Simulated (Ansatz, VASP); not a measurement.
One calculation of Cu, two programs

Contents of INCAR:

```
PREC = Accurate
ENCUT = 520
EDIFF = 1E-6
ISMEAR = 0
SIGMA = 0.15
LREAL = F
LASPH = T
NELM = 80
ALGO = Fast
ISIF = 2
LWAVE = F
LCHARG = T
GGA = PS
LELF = T
LVHAR = T
NBANDS = 18
```

KPOINTS

```
Automatic mesh
0
Gamma
  24 24 12
```

The input POSCAR:

```
Cu
1.0
    2.6527424996      0.0000000000      0.0000000000
   -1.3263712498      2.2973423944      0.0000000000
    0.0000000000      0.0000000000      4.1616224334
Cu
2
Direct
    0.3333333333      0.6666666667      0.2500000000
    0.6666666667      0.3333333333      0.7500000000
```

Input for Ansatz:

```yaml
crystal:
  lattice:
    - [2.6527424996, 0.0, 0.0]
    - [-1.3263712498, 2.2973423944, 0.0]
    - [0.0, 0.0, 4.1616224334]
  atoms:
    - { symbol: Cu, position: [0.3333333333, 0.6666666667, 0.25] }
    - { symbol: Cu, position: [0.6666666667, 0.3333333333, 0.75] }
basis:
  ecutwfc: 520.0
kpoints:
  mp_grid: { grid: [24, 24, 12] }
hamiltonian:
  xc: pbesol
  pseudopotentials: { kind: paw }
scf:
  occupations: { method: gaussian, width: 0.15 }
output:
  forces: true
  stress: true
  eigenvalues: true
  write_density: true
  write_potential: true
  elf: true
  volumetric_format: npy
```

Alike in both runs: task single point; functional PBEsol; k mesh 24 × 24 × 12; occupations gaussian, width 0.15 eV; no spin polarisation.

|  | VASP | Ansatz |
| --- | --- | --- |
| version | VASP 6.6.1 | Ansatz 0.2.0 |
| potentials or method | VASP PAW PBE potentials, release 64 (Cu), cutoff 520 eV | scalar-relativistic, plane waves, PAW |
| valence electrons in the cell | 22 | 38 |

|  | VASP | Ansatz | Ansatz less VASP |
| --- | --- | --- | --- |
| gap on the k mesh at the Fermi level (eV) | none | none | - |
| pressure (GPa) | -13.4 | -14.0 | -0.65 |
| traceless stress, the component that is largest in VASP (GPa) | 3.65 | 3.64 | -0.004 |

VASP's potentials were made for PBE, not for PBEsol. A gap of «none» marks a metal or a gap that the smearing closes. The functional is the same, so the differences come from potentials, cutoffs and numerics. VASP's potentials hold 22 valence electrons a cell and Ansatz's 38, so a difference there can come from the potentials and not from the codes.
